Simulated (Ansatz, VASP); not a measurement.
## One calculation of NbTc, two programs

Contents of INCAR:

```
ALGO = Normal
EDIFF = 1E-6
ENCUT = 520
GGA = CA
ISIF = 2
ISMEAR = -1
LASPH = True
LCHARG = True
LELF = True
LREAL = False
LVHAR = True
LWAVE = False
NBANDS = 20
NELM = 60
PREC = Accurate
SIGMA = 0.1
```

Contents of KPOINTS:

```
k-points
0
Gamma
  11 11 7
```

The input POSCAR:

```
NbTc
1.0
    1.5496578722     -2.2353894049      0.0000000000
    1.5496578722      2.2353894049      0.0000000000
    0.0000000000      0.0000000000      4.2934671134
Nb Tc
1 1
Direct
    0.0000000000      0.0000000000      0.0000000000
    0.5000000000      0.5000000000      0.5000000000
```

Input for Ansatz:

```yaml
crystal:
  lattice:
    - [1.5496578722457686, -2.2353894048819827, 0.0]
    - [1.5496578722457686, 2.2353894048819827, 0.0]
    - [0.0, 0.0, 4.293467113444832]
  atoms:
    - { symbol: Nb, position: [0.0, 0.0, 0.0] }
    - { symbol: Tc, position: [0.5, 0.5, 0.5] }
basis:
  ecutwfc: 630.0
  xc_grid: 2
kpoints:
  mp_grid:
    grid: [11, 11, 7]
hamiltonian:
  xc: lda
scf:
  max_iter: 80
  occupations:
    method: fermi_dirac
    width: 0.1
output:
  stress: true
```

Alike in both runs: task single point; functional LDA; k mesh 11 × 11 × 7; occupations fermi-dirac, width 0.1 eV; no spin polarisation.

|  | VASP | Ansatz |
| --- | --- | --- |
| version | VASP 6.6.1 | Ansatz 0.2.0 |
| potentials or method | VASP PAW LDA potentials, release 64 (Nb_sv, Tc_pv), cutoff 520 eV | plane waves, PAW |
| valence electrons in the cell | 26 | 28 |

VASP gave:

```
pressure (GPa)                                                : 9.3
traceless stress, the component that is largest in VASP (GPa) : 0.77
```

Problem. What did Ansatz give for the same quantities?

Solution. Pressure (GPa): 9.3; traceless stress, the component that is largest in VASP (GPa): 0.73.

LDA's correlation is that of Perdew and Zunger in VASP and of Perdew and Wang (1992) in Ansatz. VASP's potentials hold 26 valence electrons a cell and Ansatz's 28, so a difference there can come from the potentials and not from the codes.
